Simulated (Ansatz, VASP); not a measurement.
One calculation of Ba, two programs

The input POSCAR:

```
Ba
1.0
   -2.5367939014      2.5367939014      2.5367939014
    2.5367939014     -2.5367939014      2.5367939014
    2.5367939014      2.5367939014     -2.5367939014
Ba
1
Direct
    0.0000000000      0.0000000000      0.0000000000
```

Contents of INCAR.step1:

```
SYSTEM = Ba
PREC = Accurate
ENCUT = 520
ISMEAR = -1
SIGMA = 0.1
LREAL = .FALSE.
LASPH = .TRUE.
NELM = 60
NBANDS = 11
GGA = PE
ALGO = Normal
EDIFF = 1E-4
LWAVE = .TRUE.
LCHARG = .FALSE.
```

File INCAR.step2:

```
SYSTEM = Ba
PREC = Accurate
ENCUT = 520
EDIFF = 1E-6
ISMEAR = -1
SIGMA = 0.1
LREAL = .FALSE.
LASPH = .TRUE.
NELM = 60
ALGO = Normal
ISIF = 2
LWAVE = .FALSE.
LCHARG = .FALSE.
METAGGA = R2SCAN
LMIXTAU = .TRUE.
NBANDS = 11
ISTART = 1
```

Contents of KPOINTS:

```
Automatic mesh
0
G
  13 13 13
  0 0 0
```

Input for Ansatz:

```yaml
crystal:
  lattice:
    - [-2.5367939014, 2.5367939014, 2.5367939014]
    - [2.5367939014, -2.5367939014, 2.5367939014]
    - [2.5367939014, 2.5367939014, -2.5367939014]
  atoms:
    - { symbol: Ba, position: [0.0, 0.0, 0.0] }
hamiltonian:
  xc: r2scan
  pseudopotentials:
    kind: paw
    azcp:
      Ba: "pseudopotentials/Ba.paw.azcp"
basis:
  ecutwfc: 500
  fft_grid_basis: typed
kpoints:
  mp_grid: { grid: [13, 13, 13], shift: [0, 0, 0] }
magnetization:
  spin_polarized: false
scf:
  occupations: { method: fermi_dirac, width: 0.1 }
  lower_state_search: "off"
output:
  stress: true
```

Alike in both runs: task single point; functional r2SCAN; k mesh 13 × 13 × 13; occupations fermi-dirac, width 0.1 eV; no spin polarisation.

|  | VASP | Ansatz |
| --- | --- | --- |
| version | VASP 6.6.1 | Ansatz 0.2.0 |
| potentials or method | VASP PAW PBE potentials, release 64 (Ba_sv), cutoff 520 eV | plane waves (500 eV) with PAW, scalar-relativistic |
| valence electrons in the cell | 10 | 10 |

|  | VASP | Ansatz | Ansatz less VASP |
| --- | --- | --- | --- |
| pressure (GPa) | 0.0 | 0.0 | -0.04 |

VASP's potentials were made for PBE, not for r2SCAN.

Neither program's run includes spin-orbit coupling.
